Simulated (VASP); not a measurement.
**B: single point with PBE**

The system is B.

```
B
1.0
     4.45499   -1.67956    0.00000
     4.45499    1.67956    0.00000
     0.00000    0.00000    5.41819
B
12
Direct
  0.22553 0.77447 0.09363
  0.77447 0.22553 0.59363
  0.22553 0.77447 0.40637
  0.77447 0.22553 0.90637
  0.55906 0.10764 0.40641
  0.44094 0.89236 0.90641
  0.89236 0.44094 0.09359
  0.10764 0.55906 0.59359
  0.44094 0.89236 0.59359
  0.55906 0.10764 0.09359
  0.10764 0.55906 0.90641
  0.89236 0.44094 0.40641
```

The cell was built from a structure type or drawn by symmetry, and may not be a known phase.

- Program: VASP 6.6.1
- Task: single point
- Functional: PBE
- Potentials or basis: VASP PAW PBE potentials, release 64 (B)
- Cutoff: 520 eV
- k mesh: 4 × 4 × 4
- Occupations: gaussian, width 0.1 eV
- Spin: no spin polarisation

| Quantity | Value |
| --- | --- |
| Pressure | 0.1 GPa |
| Largest force | 0.010 eV/Å |
| Band gap on the k mesh | zero (bands 18 and 19 overlap by 3.20 eV) |

Forces on the atoms (eV/Å):
```
B    0.000 -0.002  0.008
B    0.000  0.002  0.008
B    0.000 -0.002 -0.008
B    0.000  0.002 -0.008
B   -0.001  0.002 -0.010
B    0.001 -0.002 -0.010
B    0.001  0.002  0.010
B   -0.001 -0.002  0.010
B    0.001 -0.002  0.010
B   -0.001  0.002  0.010
B   -0.001 -0.002 -0.010
B    0.001  0.002 -0.010
```

Stress tensor (GPa, compression positive):
```
 0.18  0.00  0.00
 0.00 -0.01  0.00
 0.00  0.00  0.08
```

Levels at points of the mesh, in eV from the Fermi level:
| k point | band 14 | band 15 | band 16 | band 17 | band 18 | band 19 | band 20 | band 21 | band 22 | band 23 |
| --- | --- | --- | --- | --- | --- | --- | --- | --- | --- | --- |
| (0.00, 0.00, 0.00) | -3.30 | -2.83 | -2.82 | -1.76 | -1.76 | -0.72 | -0.71 | 2.19 | 2.19 | 2.74 |
| (0.50, 0.00, 0.00) | -4.97 | -2.65 | -2.65 | -2.21 | -2.21 | 4.07 | 4.07 | 4.91 | 4.91 | 4.92 |
| (0.50, 0.50, 0.00) | -2.16 | -1.39 | -0.87 | -0.87 | -0.68 | 0.16 | 0.16 | 1.27 | 1.27 | 1.49 |
| (0.00, 0.00, 0.50) | -2.96 | -2.96 | -2.96 | -1.90 | -1.90 | -1.90 | -1.90 | 3.59 | 3.59 | 5.35 |
| (0.50, 0.00, 0.50) | -4.14 | -4.11 | -4.11 | -4.10 | -4.10 | 3.53 | 3.53 | 4.49 | 4.49 | 4.49 |
| (0.50, 0.50, 0.50) | -3.31 | -0.49 | -0.49 | 0.03 | 0.03 | 0.03 | 0.03 | 0.78 | 0.78 | 0.78 |

Run time: 26 s on 1 thread of Intel(R) Xeon(R) Platinum 8559C (Emerald Rapids) (shared host), peak memory 0.21 GiB.

Caveat: the k points lie up to 0.50 Å⁻¹ apart, too coarse for converged energies and pressures of a metal.
